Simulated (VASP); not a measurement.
Here is a VASP 6.6.1 calculation.

The input INCAR:

```
SYSTEM = S
PREC = Accurate
ENCUT = 520
EDIFF = 1E-6
ISMEAR = -1
SIGMA = 0.1
LREAL = .FALSE.
LASPH = .TRUE.
NELM = 60
ALGO = Normal
ISIF = 2
LWAVE = .FALSE.
LCHARG = .FALSE.
GGA = CA
NBANDS = 13
```

The input KPOINTS:

```
Automatic mesh
0
G
  7 7 4
  0 0 0
```

File POSCAR:

```
S
1.0
    3.4725080000      0.0000000000      0.0000000000
    0.0000000000      3.4725080000      0.0000000000
    0.0000000000      0.0000000000      5.9338830000
S
2
Direct
    0.5000000000      0.0000000000      0.7315810000
    0.0000000000      0.5000000000      0.2684190000
```

Potentials or basis: VASP PAW LDA potentials, release 64 (S).

The run is started by

```bash
$ cat potpaw_LDA.64/S/POTCAR > POTCAR
$ mpirun -np 1 vasp_std > vasp.out
```

Task: What does it give for the pressure?

Result: -11.4 GPa.

Task: Estimate the largest force.

Result: 0.391 eV/Å.

Task: What does it give for the band gap on the k mesh?

Result: Zero (bands 6 and 7 overlap by 1.04 eV).

Forces in eV/Å, atoms in the order of the input:
```
S    0.000  0.000 -0.391
S    0.000  0.000  0.391
```

Caveat: the stress differs along the axes, from -13 to -7 GPa.
